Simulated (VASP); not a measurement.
NbAl2F3:

```xyz
6
Lattice="2.4351 1.4059 3.9496 -2.4351 1.4059 3.9496 0.0000 -2.8118 3.9496" Properties=species:S:1:pos:R:3 pbc="T T T"
Al    0.0000    0.0000    7.3786
Al    0.0000    0.0000    4.4703
Nb    0.0000    0.0000    0.0000
F    -1.2176    0.7030    1.9748
F     1.2176    0.7030    1.9748
F     0.0000   -1.4059    1.9748
```

The cell was generated, and may not be a known phase.

* Program: VASP 6.6.1
* Task: relaxation of cell and atoms
* Functional: PBE
* Potentials or basis: VASP PAW PBE potentials, release 64 (Al, Nb_sv, F)
* Cutoff: 600 eV
* k mesh: 6 × 6 × 6
* Occupations: gaussian, width 0.1 eV
* Spin: no spin polarisation

At the start: pressure -5.2 GPa; volume 13.52 Å³/atom.

How do energy, volume and symmetry change on relaxing?

Over 27 steps the energy falls by 334.7 meV/atom and the volume is 13.54 Å³/atom (+0.1 %); space group R-3m (No. 166, to 0.1 Å) before and after.

Step by step:
```
step  energy change (eV)  largest force (eV/Å)  pressure (GPa)  volume (Å³)
   1              0.0000                0.5577           -5.18        81.13
   2             -0.6075                0.7959            2.08        75.87
   3             -0.6321                0.8627            4.33        74.75
   4             -0.7670                0.7989            0.44        77.67
   5             -0.7946                0.7368           -2.10        80.05
   6             -0.9029                0.6801           -1.55        79.72
   7             -1.1604                0.4574            1.23        78.74
   8             -0.4731                2.3345           12.19        76.80
   9             -1.1928                0.3110            2.04        78.48
  10             -1.2056                0.0583            3.32        78.17
  11             -1.2401                0.0211            3.33        78.23
  12             -1.3346                0.1268            3.42        78.42
  13             -1.4555                0.6268            4.14        78.78
  14             -1.0896                2.8206            8.13        79.39
  15             -1.4528                0.8837            4.56        78.86
  16             -1.6133                0.7940            3.19        79.58
  17             -1.9116                0.5269           -0.05        81.62
  18             -1.8507                0.1400           -3.24        85.25
  19             -1.9813                0.2897           -1.82        83.27
  20             -1.9814                0.3042           -1.71        83.19
  21             -1.9918                0.2666           -1.15        82.57
  22             -2.0017                0.1958            0.00        81.47
  23             -2.0024                0.1686            0.46        81.06
  24             -2.0041                0.1220            0.29        81.15
  25             -2.0061                0.0008           -0.23        81.37
  26             -2.0076                0.0057           -0.20        81.30
  27             -2.0081                0.0117           -0.17        81.23
```

Final structure:
```xyz
6
Lattice="2.4421 1.4099 3.9321 -2.4421 1.4099 3.9321 0.0000 -2.8198 3.9321" Properties=species:S:1:pos:R:3 pbc="T T T"
Al    0.0000    0.0000    8.2984
Al    0.0000    0.0000    3.4977
Nb    0.0000    0.0000    0.0000
F    -1.2210    0.7050    1.9660
F     1.2210    0.7050    1.9660
F     0.0000   -1.4099    1.9660
```
